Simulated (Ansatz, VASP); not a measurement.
## One calculation of In, two programs

```
CELL_PARAMETERS angstrom
-1.64822 1.69734 2.52498
1.69734 -1.64822 2.52498
1.60436 1.60436 -2.49270
ATOMIC_POSITIONS crystal
In 0.00000 0.00000 0.00000
```

Alike in both runs: task single point; functional PBE; k mesh 11 × 11 × 14; no spin polarisation.

|  | VASP | Ansatz |
| --- | --- | --- |
| version | VASP 6.6.1 | Ansatz 0.2.0 |
| potentials or method | VASP PAW PBE potentials, release 64 (In_d), cutoff 520 eV | plane waves (420 eV) with PAW, scalar-relativistic |
| occupations | methfessel-paxton of order 1, width 0.2 eV | cold, width 0.2 eV |
| valence electrons in the cell | 13 | 13 |

```csv
,VASP,Ansatz,Ansatz less VASP
pressure (GPa),0.0,0.0,+0.02
"traceless stress, the component that is largest in VASP (GPa)",-0.27,-0.25,+0.013
```
